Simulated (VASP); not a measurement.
# LaSb2Au (P4/nmm) in VASP: a series of runs

The runs below take LaSb2Au through single point, with LDA.

Program: VASP 6.6.1. These are calculated values, not measurements. Logs are shortened: lines on timing, memory, paths and dates and some standing lists are left out, and cuts for length are marked.

### Step 1. The cell of the first run

It takes space group P4/nmm (No. 129, tetragonal). Conventional cell: a = 4.314 Å, b = 4.314 Å, c = 10.146 Å, α = 90.00°, β = 90.00°, γ = 90.00°. Within 4.4 Å of La (site symmetry 4mm) lie 9 Sb at 3.15 to 4.22 Å and 4 Au at 3.31 Å and 4 La at 4.31 Å. Within 3.6 Å of Sb (site symmetry 4mm) lie 4 Au at 2.76 Å and 4 La at 3.15 Å. Sb (site symmetry -4m2) has 8 Sb at 3.05 to 3.99 Å and 4 La at 3.35 Å within 4.0 Å. Within 3.6 Å of Au (site symmetry -4m2) lie 4 Sb at 2.76 Å and 4 Au at 3.05 Å and 4 La at 3.31 Å.

### Step 2. Single point, LDA

INCAR reads:

```
SYSTEM = LaSb2Au
PREC = Accurate ; ENCUT = 520
EDIFF = 1E-7 ; ISMEAR = -1
SIGMA = 0.1 ; LREAL = .False.
LASPH = .True. ; NELM = 80
ALGO = Normal ; ISIF = 2
LWAVE = .False. ; LCHARG = .False.
GGA = CA ; NBANDS = 42
```

KPOINTS reads:

```
regular mesh
0
Gamma
  6 6 3
  0 0 0
```

POSCAR reads:

```
LaSb2Au
1.0
    4.3144040331      0.0000000000      0.0000000000
    0.0000000000      4.3144040331      0.0000000000
    0.0000000000      0.0000000000     10.1460466351
La Sb Au
2 4 2
Direct
    0.5000000000      0.0000000000      0.7531500000
    0.0000000000      0.5000000000      0.2468500000
    0.5000000000      0.0000000000      0.1694000000
    0.0000000000      0.5000000000      0.8306000000
    0.0000000000      0.0000000000      0.5000000000
    0.5000000000      0.5000000000      0.5000000000
    0.0000000000      0.0000000000      0.0000000000
    0.5000000000      0.5000000000      0.0000000000
```

Potentials or basis: VASP PAW LDA potentials, release 64 (La, Sb, Au).

On the command line:

```
> cat potpaw_LDA.64/La/POTCAR potpaw_LDA.64/Sb/POTCAR potpaw_LDA.64/Au/POTCAR > POTCAR
> mpirun -np 1 vasp_std > vasp.out
```

OUTCAR:

```text
SYSTEM = LaSb2Au
   PREC = Accurate
   ENCUT = 520
   EDIFF = 1E-7
   ISMEAR = -1
   LREAL = .False.
   LASPH = .True.
   NELM = 80
   ISIF = 2
   GGA = CA

 ion  position               nearest neighbor table
   1  0.500  0.000  0.753-   4 3.15   4 3.15   4 3.15   4 3.15   8 3.31   8 3.31   7 3.31   7 3.31
                             5 3.35   5 3.35   6 3.35   6 3.35
   2  0.000  0.500  0.247-   3 3.15   3 3.15   3 3.15   3 3.15   7 3.31   8 3.31   8 3.31   7 3.31
                             5 3.35   6 3.35   5 3.35   6 3.35
   3  0.500  0.000  0.169-   7 2.76   8 2.76   8 2.76   7 2.76   2 3.15   2 3.15   2 3.15   2 3.15

   4  0.000  0.500  0.831-   7 2.76   8 2.76   7 2.76   8 2.76   1 3.15   1 3.15   1 3.15   1 3.15

   5  0.000  0.000  0.500-   6 3.05   6 3.05   6 3.05   6 3.05   2 3.35   1 3.35   1 3.35   2 3.35

   6  0.500  0.500  0.500-   5 3.05   5 3.05   5 3.05   5 3.05   2 3.35   2 3.35   1 3.35   1 3.35

   7  0.000  0.000  0.000-   3 2.76   4 2.76   4 2.76   3 2.76   8 3.05   8 3.05   8 3.05   8 3.05
                             1 3.31   2 3.31   2 3.31   1 3.31
   8  0.500  0.500  0.000-   3 2.76   4 2.76   3 2.76   4 2.76   7 3.05   7 3.05   7 3.05   7 3.05
                             2 3.31   1 3.31   2 3.31   1 3.31

  LATTYP: Found a simple tetragonal cell.
 ALAT       =     4.3144040331
 C/A-ratio  =     2.3516681695

  Lattice vectors:

 A1 = (   4.3144040331,   0.0000000000,   0.0000000000)
 A2 = (   0.0000000000,   4.3144040331,   0.0000000000)
 A3 = (   0.0000000000,   0.0000000000,  10.1460466351)

Analysis of symmetry for initial positions (statically):
=====================================================================
 Subroutine PRICEL returns:
 Original cell was already a primitive cell.

 Routine SETGRP: Setting up the symmetry group for a
 simple tetragonal supercell.

 Subroutine GETGRP returns: Found 16 space group operations
 (whereof  8 operations were pure point group operations)
 out of a pool of 16 trial point group operations.

The static configuration has the point symmetry D_2d.
 The point group associated with its full space group is D_4h.

Analysis of symmetry for dynamics (positions and initial velocities):
=====================================================================
 Subroutine PRICEL returns:
 Original cell was already a primitive cell.

 Routine SETGRP: Setting up the symmetry group for a
 simple tetragonal supercell.

 Subroutine GETGRP returns: Found 16 space group operations
 (whereof  8 operations were pure point group operations)
 out of a pool of 16 trial point group operations.

The dynamic configuration has the point symmetry D_2d.
 The point group associated with its full space group is D_4h.

 Subroutine INISYM returns: Found 16 space group operations
 (whereof  8 operations are pure point group operations),
 and found     1 'primitive' translations

----------------------------------------------------------------------------------------

                                     Primitive cell

  volume of cell :     188.8593

  direct lattice vectors                    reciprocal lattice vectors
     4.314404033  0.000000000  0.000000000     0.231781723  0.000000000  0.000000000
     0.000000000  4.314404033  0.000000000     0.000000000  0.231781723  0.000000000
     0.000000000  0.000000000 10.146046635     0.000000000  0.000000000  0.098560556

  length of vectors
     4.314404033  4.314404033 10.146046635     0.231781723  0.231781723  0.098560556

  position of ions in fractional coordinates (direct lattice)
     0.500000000  0.000000000  0.753150000
     0.000000000  0.500000000  0.246850000
     0.500000000  0.000000000  0.169400000
     0.000000000  0.500000000  0.830600000
     0.000000000  0.000000000  0.500000000
     0.500000000  0.500000000  0.500000000
     0.000000000  0.000000000  0.000000000
     0.500000000  0.500000000  0.000000000

  ion indices of the primitive-cell ions
   primitive index   ion index
                 1           1
                 2           2
                 3           3
                 4           4
                 5           5
                 6           6
                 7           7
                 8           8

----------------------------------------------------------------------------------------

 KPOINTS: regular mesh

Automatic generation of k-mesh.
 Grid dimensions read from file:
 generate k-points for:    6    6    3

 Generating k-lattice:

  Cartesian coordinates                     Fractional coordinates (reciprocal lattice)
     0.038630287  0.000000000  0.000000000     0.166666667  0.000000000  0.000000000
     0.000000000  0.038630287  0.000000000     0.000000000  0.166666667  0.000000000
     0.000000000  0.000000000  0.032853519     0.000000000  0.000000000  0.333333333

  Length of vectors
     0.038630287  0.038630287  0.032853519

  Shift w.r.t. Gamma in fractional coordinates (k-lattice)
     0.000000000  0.000000000  0.000000000

 Subroutine IBZKPT returns following result:
 ===========================================

 Found     20 irreducible k-points:

 Following reciprocal coordinates:
            Coordinates               Weight
  0.000000  0.000000  0.000000      1.000000
  0.166667  0.000000  0.000000      4.000000
  0.333333  0.000000  0.000000      4.000000
  0.500000  0.000000  0.000000      2.000000
  0.166667  0.166667  0.000000      4.000000
  0.333333  0.166667  0.000000      8.000000
[... 12 lines left out ...]
  0.500000  0.333333  0.333333      8.000000
  0.500000  0.500000  0.333333      2.000000
   k-points           NKPTS =     20   k-points in BZ     NKDIM =     20   number of bands    NBANDS=     42
   number of dos      NEDOS =    301   number of ions     NIONS =      8
   total plane-waves  NPLWV =  81920
   dimension x,y,z NGX =    32 NGY =   32 NGZ =   80
   dimension x,y,z NGXF=    64 NGYF=   64 NGZF=  160
   ions per type =               2   4   2
   NGX,Y,Z   is equivalent  to a cutoff of  12.33, 12.33, 13.11 a.u.
   NGXF,Y,Z  is equivalent  to a cutoff of  24.66, 24.66, 26.22 a.u.
 SYSTEM =  LaSb2Au
   PREC   = accura    normal or accurate (medium, high low for compatibility)
   ISTART =      0    job   : 0-new  1-cont  2-samecut
   ICHARG =      2    charge: 1-file 2-atom 10-const
   ISPIN  =      1    spin polarized calculation?
   LNONCOLLINEAR =      F non collinear calculations
   LSORBIT =      F    spin-orbit coupling
   LASPH  =      T    aspherical Exc in radial PAW
   ENCUT  =  520.0 eV  38.22 Ry    6.18 a.u.   8.02  8.02 18.86*2*pi/ulx,y,z
   NELM   =     80;   NELMIN=  2; NELMDL= -5     # of ELM steps
   EDIFF  = 0.1E-06   stopping-criterion for ELM
   LREAL  =      F    real-space projection
   EDIFFG = 0.1E-05   stopping-criterion for IOM
   NSW    =      0    number of steps for IOM
   IBRION =     -1    ionic relax: 0-MD 1-quasi-New 2-CG
   NFREE  =      0    steps in history (QN), initial steepest desc. (CG)
   ISIF   =      2    stress and relaxation
   ISYM   =      2    0-nonsym 1-usesym 2-fastsym
   POTIM  = 0.5000    time-step for ionic-motion
   TEBEG  =    0.0;   TEEND  =   0.0 temperature during run
   PSTRESS=    0.0 pullay stress
   NELECT =      64.0000    total number of electrons
   NUPDOWN=      -1.0000    fix difference up-down
   EMIN   =  10.00;   EMAX   =-10.00  energy-range for DOS
   EFERMI =   0.00;   METHOD = LEGACY
   ISMEAR =    -1;   SIGMA  =   0.10  broadening in eV -4-tet -1-fermi 0-gaus
   EFERMI_NEDOS =   21; number of points for ismear=-14 and -15
   IALGO  =     38    algorithm
   IMIX   =      4    mixing-type and parameters
     AMIX     =   0.40;   BMIX     =  1.00
     AMIX_MAG =   1.60;   BMIX_MAG =  1.00
  volume/ion in A,a.u.               =      23.61       159.31
  Fermi-wavevector in a.u.,A,eV,Ry     =   1.141358  2.156854 17.724292  1.302699
  Thomas-Fermi vector in A             =   2.278059
   LORBIT       =      0    0 simple, 1 ext, 2 COOP (PROOUT), +10 PAW based schemes
   GGA     = CA    functional components
   LHFCALC =     F    Hartree Fock is set to
   AEXX    =    0.0000 exact exchange contribution
   IVDW    =     0    specifies the selected vdW correction
   LEPSILON=     F    determine dielectric tensor
   LRPA    =     F    only Hartree local field effects (RPA)
 non-spin polarized calculation
  energy-cutoff  :      520.00
  volume of cell :      188.86
 maximum number of plane-waves:      5128
   NGX = 17   NGY = 17   NGZ = 37

 number of electron      63.9999998 magnetization

 Free energy of the ion-electron system (eV)
  ---------------------------------------------------
  ext. energy  EPLUGINS =         0.00000000
  ---------------------------------------------------
  free energy    TOTEN  =       -45.67215022 eV

  energy without entropy =      -45.61601570  energy(sigma->0) =      -45.64408296

 E-fermi :   9.7948     XC(G=0): -11.1458

 val. band max:        9.7344638637   @ k =   0.5000   0.0000   0.3333
 cond. band min:      10.0695925325   @ k =   0.1667   0.1667   0.3333
 fundamental gap:      0.3351286688
 Fermi energy:         9.7948074777

 k-point     1 :       0.0000    0.0000    0.0000
  band No.  band energies     occupation
      1     -22.4359      2.00000
      2     -22.4334      2.00000
      3      -6.6107      2.00000
      4      -6.4165      2.00000
      5      -6.2734      2.00000
      6      -6.2734      2.00000
[... 34 lines left out ...]
     41      12.0109      0.00000
     42      12.0358      0.00000

 k-point     2 :       0.1667    0.0000    0.0000
  band No.  band energies     occupation
      1     -22.4315      2.00000
      2     -22.4294      2.00000
      3      -6.5749      2.00000
      4      -6.4166      2.00000
      5      -6.3960      2.00000
      6      -6.3795      2.00000
[... 799 lines left out ...]
     41      12.0979      0.00000
     42      12.1179      0.00000

 k-point    20 :       0.5000    0.5000    0.3333
  band No.  band energies     occupation
      1     -22.4008      2.00000
      2     -22.4008      2.00000
      3      -6.5729      2.00000
      4      -6.5729      2.00000
      5      -6.5468      2.00000
      6      -6.5468      2.00000
[... 34 lines left out ...]
     41      12.0769      0.00000
     42      12.0946      0.00000

------------------------ aborting loop because EDIFF is reached ----------------------------------------

  FORCE on cell =-STRESS in cart. coord.  units (eV):
  Direction    XX          YY          ZZ          XY          YZ          ZX
  --------------------------------------------------------------------------------------
  -------------------------------------------------------------------------------------
  Total        6.9484933      6.9484933      5.7511748      0.0000000      0.0000000      0.0000000
  in kB       58.9471412     58.9471412     48.7897587      0.0000000      0.0000000      0.0000000
  external PRESSURE =      55.5613470 kB  Pullay stress =       0.0000000 kB

 VOLUME and BASIS-vectors are now :
 -----------------------------------------------------------------------------
  energy-cutoff  :      520.00
  volume of cell :      188.86
      direct lattice vectors                 reciprocal lattice vectors
     4.314404033  0.000000000  0.000000000     0.231781723  0.000000000  0.000000000
     0.000000000  4.314404033  0.000000000     0.000000000  0.231781723  0.000000000
     0.000000000  0.000000000 10.146046635     0.000000000  0.000000000  0.098560556

 POSITION                                       TOTAL-FORCE (eV/Angst)
 -----------------------------------------------------------------------------------
      2.15720      0.00000      7.64150         0.000000      0.000000     -0.526184
      0.00000      2.15720      2.50455         0.000000      0.000000      0.526184
      2.15720      0.00000      1.71874         0.000000      0.000000      0.570997
      0.00000      2.15720      8.42731        -0.000000     -0.000000     -0.570997
      0.00000      0.00000      5.07302         0.000000     -0.000000      0.000000
      2.15720      2.15720      5.07302         0.000000      0.000000      0.000000
      0.00000      0.00000      0.00000         0.000000     -0.000000      0.000000
      2.15720      2.15720      0.00000         0.000000      0.000000      0.000000
 -----------------------------------------------------------------------------------
    total drift:                                0.000000     -0.000000      0.000000

  FREE ENERGIE OF THE ION-ELECTRON SYSTEM (eV)
  ---------------------------------------------------
  free  energy   TOTEN  =       -45.6721502242 eV

  energy  without entropy=      -45.6160157028  energy(sigma->0) =      -45.64408296
```

It took 2 min on 1 thread of Intel Xeon 6975P-C (Granite Rapids), shared host; peak memory 0.31 GiB.

Results:

```yaml
Free_energy: -45.6722 eV
Pressure: 5.6 GPa
Largest_force: 0.571 eV/Å
Band_gap_on_the_k_mesh: zero (bands 32 and 33 overlap by 0.88 eV)
```

Forces in eV/Å, atoms in the order of the input:
```
La   0.000  0.000 -0.526
La   0.000  0.000  0.526
Sb   0.000  0.000  0.571
Sb   0.000  0.000 -0.571
Sb   0.000  0.000  0.000
Sb   0.000  0.000  0.000
Au   0.000  0.000  0.000
Au   0.000  0.000  0.000
```

Caveat: the cell stands under pressure; spin-orbit coupling is left out, which moves the levels of the heavy elements.

### Step 3. Single point, LDA

This run uses another cell than the first one, of 24.29 Å³/atom.

INCAR reads:

```
PREC = Accurate ; ENCUT = 520
EDIFF = 1E-7 ; ISMEAR = -1
SIGMA = 0.1 ; LREAL = False
LASPH = True ; NELM = 60
ALGO = Normal ; ISIF = 2
LWAVE = False ; LCHARG = False
GGA = CA ; NBANDS = 42
```

KPOINTS reads:

```
Automatic mesh
0
Gamma
  6 6 3
```

POSCAR: that of step 2 with these lines changed.

```diff
@@ -2,5 +2,5 @@
 1.0
-    4.3144040331      0.0000000000      0.0000000000
-    0.0000000000      4.3144040331      0.0000000000
-    0.0000000000      0.0000000000     10.1460466351
+    4.3556927049      0.0000000000      0.0000000000
+    0.0000000000      4.3556927049      0.0000000000
+    0.0000000000      0.0000000000     10.2431438902
 La Sb Au
```

Potentials or basis: VASP PAW LDA potentials, release 64 (La, Sb, Au).

On the command line:

```
> cat potpaw_LDA.64/La/POTCAR potpaw_LDA.64/Sb/POTCAR potpaw_LDA.64/Au/POTCAR > POTCAR
> mpirun -np 1 vasp_std > vasp.out
```

OUTCAR:

```text
PREC = Accurate
   ENCUT = 520
   EDIFF = 1E-7
   ISMEAR = -1
   LREAL = False
   LASPH = True
   NELM = 60
   ISIF = 2
   GGA = CA

 ion  position               nearest neighbor table
   1  0.500  0.000  0.753-   4 3.18   4 3.18   4 3.18   4 3.18   8 3.34   8 3.34   7 3.34   7 3.34
                             5 3.39   5 3.39   6 3.39   6 3.39
   2  0.000  0.500  0.247-   3 3.18   3 3.18   3 3.18   3 3.18   7 3.34   8 3.34   8 3.34   7 3.34
                             5 3.39   6 3.39   5 3.39   6 3.39
   3  0.500  0.000  0.169-   7 2.78   8 2.78   8 2.78   7 2.78   2 3.18   2 3.18   2 3.18   2 3.18
[... 7 lines left out ...]
   7  0.000  0.000  0.000-   3 2.78   4 2.78   4 2.78   3 2.78   8 3.08   8 3.08   8 3.08   8 3.08
[... 1111 lines left out ...]
  external PRESSURE =      24.3415990 kB  Pullay stress =       0.0000000 kB

 VOLUME and BASIS-vectors are now :
 -----------------------------------------------------------------------------
  energy-cutoff  :      520.00
  volume of cell :      194.33
      direct lattice vectors                 reciprocal lattice vectors
     4.355692705  0.000000000  0.000000000     0.229584607  0.000000000  0.000000000
     0.000000000  4.355692705  0.000000000     0.000000000  0.229584607  0.000000000
     0.000000000  0.000000000 10.243143890     0.000000000  0.000000000  0.097626277

 POSITION                                       TOTAL-FORCE (eV/Angst)
 -----------------------------------------------------------------------------------
      2.17785      0.00000      7.71462        -0.000000     -0.000000     -0.412979
      0.00000      2.17785      2.52852        -0.000000     -0.000000      0.412979
      2.17785      0.00000      1.73519        -0.000000     -0.000000      0.344312
      0.00000      2.17785      8.50796        -0.000000      0.000000     -0.344312
      0.00000      0.00000      5.12157        -0.000000      0.000000      0.000000
      2.17785      2.17785      5.12157        -0.000000     -0.000000      0.000000
      0.00000      0.00000      0.00000        -0.000000     -0.000000      0.000000
      2.17785      2.17785      0.00000         0.000000      0.000000      0.000000
 -----------------------------------------------------------------------------------
    total drift:                                0.000000     -0.000000      0.000000

  FREE ENERGIE OF THE ION-ELECTRON SYSTEM (eV)
  ---------------------------------------------------
  free  energy   TOTEN  =       -45.8083038283 eV

  energy  without entropy=      -45.7497395559  energy(sigma->0) =      -45.77902169
```

OSZICAR:

```text
N       E                     dE             d eps       ncg     rms          rms(c)
DAV:   1     0.598241626992E+03    0.59824E+03   -0.23219E+04  1688   0.187E+03
DAV:   2     0.954122253876E+02   -0.50283E+03   -0.45723E+03  2022   0.361E+02
DAV:   3    -0.258222523540E+02   -0.12123E+03   -0.11361E+03  2228   0.179E+02
DAV:   4    -0.464869452261E+02   -0.20665E+02   -0.18953E+02  3088   0.684E+01
DAV:   5    -0.487501515623E+02   -0.22632E+01   -0.21325E+01  3126   0.208E+01    0.144E+01
DAV:   6    -0.461125228698E+02    0.26376E+01   -0.46894E+01  2896   0.440E+01    0.132E+01
DAV:   7    -0.459477725856E+02    0.16475E+00   -0.64454E+00  2864   0.191E+01    0.743E+00
DAV:   8    -0.458430800193E+02    0.10469E+00   -0.22267E+00  2656   0.835E+00    0.184E+00
DAV:   9    -0.458123247295E+02    0.30755E-01   -0.28727E-01  2952   0.391E+00    0.581E-01
DAV:  10    -0.458089199139E+02    0.34048E-02   -0.35255E-02  2800   0.107E+00    0.322E-01
DAV:  11    -0.458084177677E+02    0.50215E-03   -0.39840E-03  3176   0.413E-01    0.106E-01
DAV:  12    -0.458083144587E+02    0.10331E-03   -0.61201E-04  2688   0.144E-01    0.543E-02
DAV:  13    -0.458083045200E+02    0.99387E-05   -0.12952E-04  3216   0.691E-02    0.167E-02
DAV:  14    -0.458083040484E+02    0.47156E-06   -0.24871E-05  2800   0.283E-02    0.572E-03
DAV:  15    -0.458083039884E+02    0.60071E-07   -0.40320E-06  3016   0.119E-02    0.480E-03
DAV:  16    -0.458083038693E+02    0.11906E-06   -0.41911E-07  2000   0.440E-03    0.229E-03
DAV:  17    -0.458083038283E+02    0.41037E-07   -0.35333E-07  1912   0.400E-03
   1 F= -.45808304E+02 E0= -.45779022E+02  d E =-.585643E-01
```

stdout:

```text
POSCAR found type information on POSCAR LaSbAu
 POSCAR found :  3 types and       8 ions
 scaLAPACK will be used
 LDA part: xc-table for (Slater(with rela. corr.)+CA(PZ))
 , standard interpolation
 POSCAR, INCAR and KPOINTS ok, starting setup
 FFT: planning ... GRIDC
 FFT: planning ... GRID_SOFT
 FFT: planning ... GRID
 WAVECAR not read
 entering main loop
```

Wall time 2.5 min (1 thread of Intel Xeon 6975P-C (Granite Rapids), shared host); peak memory 0.32 GiB.

What came out:

```yaml
Free_energy: -45.8083 eV
Pressure: 2.4 GPa
Largest_force: 0.413 eV/Å
Band_gap_on_the_k_mesh: zero (bands 32 and 33 overlap by 0.87 eV)
```

Forces in eV/Å, atoms in the order of the input:
```
La   0.000  0.000 -0.413
La   0.000  0.000  0.413
Sb   0.000  0.000  0.344
Sb   0.000  0.000 -0.344
Sb   0.000  0.000  0.000
Sb   0.000  0.000  0.000
Au   0.000  0.000  0.000
Au   0.000  0.000  0.000
```

Stress tensor (GPa, compression positive):
```
2.66 0.00 0.00
0.00 2.66 0.00
0.00 0.00 1.98
```

Levels at points of the mesh, in eV from the Fermi level:
```tsv
k point	band 28	band 29	band 30	band 31	band 32	band 33	band 34	band 35	band 36	band 37
(0.00, 0.00, 0.00)	-1.85	-1.46	-0.70	-0.14	0.45	0.45	1.22	1.71	1.89	1.89
(0.50, 0.00, 0.00)	-1.66	-1.47	-1.47	-0.85	-0.85	-0.38	-0.38	1.95	1.95	2.11
(0.50, 0.50, 0.00)	-2.53	-2.14	-2.14	-1.76	-1.76	1.56	1.56	2.05	2.05	2.08
```

Caveat: spin-orbit coupling is left out, which moves the levels of the heavy elements.

(Part 1 of 2 ends here.)
